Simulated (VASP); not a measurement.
A run of VASP 6.6.1:

Contents of INCAR:

```
SYSTEM = Be
PREC = Accurate
ENCUT = 600
EDIFF = 1E-7
ISMEAR = 0
SIGMA = 0.1
LREAL = .FALSE.
LASPH = .TRUE.
NELM = 100
ALGO = Normal
ISIF = 3
LWAVE = .FALSE.
LCHARG = .FALSE.
GGA = PE
IBRION = 2
NSW = 90
EDIFFG = -0.04
```

File KPOINTS:

```
Automatic mesh
0
G
  8 8 8
  0 0 0
```

The input POSCAR:

```
Be
1.0
   -1.9547199018      1.9547199018      1.0663357895
    1.9547199018     -1.9547199018      1.0663357895
    1.9547199018      1.9547199018     -1.0663357895
Be
2
Direct
    0.0000000000      0.0000000000      0.0000000000
    0.7500000000      0.2500000000      0.5000000000
```

Potentials or basis: VASP PAW PBE potentials, release 64 (Be).

Run with:

```console
$ cat potpaw_PBE.64/Be/POTCAR > POTCAR
$ mpirun -np 1 vasp_std > vasp.out
```

Hardware: 1 thread of Intel(R) Xeon(R) Platinum 8259CL CPU @ 2.50GHz (Skylake/Cascade Lake), on a shared host.

Estimate the wall time of this run.

Wall time 31 s on 1 thread of Intel(R) Xeon(R) Platinum 8259CL CPU @ 2.50GHz (Skylake/Cascade Lake), with other jobs on the host, peak memory 0.13 GiB. Counts: scf iterations 45, k points 59, ion steps 8.
